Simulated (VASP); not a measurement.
A run of VASP 6.6.1:

Contents of INCAR:

```
PREC = Accurate
ENCUT = 450
EDIFF = 1E-7
ISMEAR = 0
SIGMA = 0.02
LREAL = False
LASPH = True
NELM = 120
ALGO = Normal
ISIF = 2
LWAVE = False
LCHARG = False
GGA = CA
IBRION = 2
NSW = 60
EDIFFG = -0.002
GGA_COMPAT = False
NELMIN = 4
```

KPOINTS

```
Automatic mesh
0
Gamma
  10 10 10
```

POSCAR

```
InP
1.0
    0.0000000000      2.9427410829      2.8961234024
    2.9427410829      0.0000000000      2.8961234024
    2.9427410829      2.9427410829      0.0000000000
In P
1 1
Direct
    0.0000000000      0.0000000000      0.0000000000
    0.2500000000      0.2500000000      0.2500000000
```

Potentials or basis: VASP PAW LDA potentials, release 64 (In_d, P).

The run is started by

```sh
$ cat potpaw_LDA.64/In_d/POTCAR potpaw_LDA.64/P/POTCAR > POTCAR
$ mpirun -np 1 vasp_std > vasp.out
```

Hardware: 1 thread of Intel Xeon 8259CL, on a shared host.

Estimate the wall time of this run.

Wall time 86 s on 1 thread of Intel Xeon 8259CL, on a shared host, peak memory 0.19 GiB. Counts: scf iterations 13, k points 102, ion steps 1.
